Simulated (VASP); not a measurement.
**Hf: single point with PBE**

Hf:

```xyz
2
Lattice="2.9805 0.0000 0.0000 -1.4903 2.5812 0.0000 0.0000 0.0000 5.0677" Properties=species:S:1:pos:R:3 pbc="T T T"
Hf    0.0000    1.7208    1.2669
Hf    1.4903    0.8604    3.8008
```

```
Program                : VASP 6.6.1
Task                   : single point
Functional             : PBE
Potentials or basis    : VASP PAW PBE potentials, release 64 (Hf_pv)
Cutoff                 : 500 eV
k mesh                 : 18 × 18 × 10
Occupations            : gaussian, width 0.15 eV
Spin                   : no spin polarisation
Dipole correction      : no
Further INCAR settings : ALGO = Normal; EDIFF = 1e-06; NBANDS = 17
```

```json
{
  "Pressure": "19.0 GPa",
  "Band gap on the k mesh": "zero (bands 10 and 11 overlap by 1.13 eV)"
}
```

Stress tensor (GPa, compression positive):
```
22.38  0.00  0.00
 0.00 22.38  0.00
 0.00  0.00 12.33
```

Levels at points of the mesh, in eV from the Fermi level:
| k point | band 6 | band 7 | band 8 | band 9 | band 10 | band 11 | band 12 | band 13 | band 14 | band 15 |
| --- | --- | --- | --- | --- | --- | --- | --- | --- | --- | --- |
| (0.00, 0.00, 0.00) | -29.60 | -7.79 | -4.27 | 0.61 | 0.77 | 1.40 | 1.40 | 2.17 | 2.17 | 3.65 |
| (0.50, 0.00, 0.00) | -29.80 | -3.52 | -3.27 | -2.79 | -0.17 | 0.61 | 1.35 | 1.56 | 7.21 | 7.51 |
| (0.00, 0.00, 0.50) | -29.67 | -5.77 | -5.77 | -0.25 | -0.25 | 1.42 | 1.42 | 1.42 | 1.42 | 5.60 |
| (0.50, 0.00, 0.50) | -29.92 | -3.86 | -3.86 | -1.48 | -1.48 | 1.86 | 1.86 | 3.36 | 3.36 | 6.85 |

It took 100 s on 1 thread of Intel(R) Xeon(R) Platinum 8259CL CPU @ 2.50GHz (Skylake/Cascade Lake), with other jobs on the host, peak memory 0.25 GiB.

Caveat: the stress differs along the axes, from 12 to 22 GPa; spin-orbit coupling is left out, which moves the levels of the heavy elements.
